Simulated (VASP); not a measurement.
Here is a VASP 6.6.1 calculation.

The input INCAR:

```
ALGO     = Normal         # electronic algorithm
EDIFF    = 1E-6           # SCF threshold, eV
ENCUT    = 520            # plane-wave cutoff, eV
GGA      = PE             # functional
ISIF     = 2              # what is computed and relaxed
ISMEAR   = 0              # smearing method
LASPH    = True           # aspherical terms in the spheres
LCHARG   = False          # write CHGCAR
LREAL    = False          # projectors in reciprocal space
LWAVE    = False          # write WAVECAR
NBANDS   = 14             # bands
NELM     = 80             # most SCF steps
PREC     = Accurate       # precision mode
SIGMA    = 0.15           # smearing width, eV
```

The input KPOINTS:

```
k-points
0
Gamma
  16 16 16
```

The input POSCAR:

```
AlNi
1.0
    2.7657600000      0.0000000000      0.0000000000
    0.0000000000      2.7657600000      0.0000000000
    0.0000000000      0.0000000000      2.8810000000
Al Ni
1 1
Direct
    0.0000000000      0.0000000000      0.0000000000
    0.5000000000      0.5000000000      0.5000000000
```

Potentials or basis: VASP PAW PBE potentials, release 64 (Al, Ni).

Launch:

```sh
$ cat potpaw_PBE.64/Al/POTCAR potpaw_PBE.64/Ni/POTCAR > POTCAR
$ mpirun -np 1 vasp_std > vasp.out
```

Question: Predict the pressure.

Answer: 18.5 GPa.

Stress tensor (GPa, compression positive):
```
19.72  0.00  0.00
 0.00 19.72  0.00
 0.00  0.00 16.06
```

Caveat: the cell differs from its parent crystal (strain -0.040 along x and y, +0.000 along z). Spin polarisation is off, so any magnetic state and its effect on volume and gap are missing.
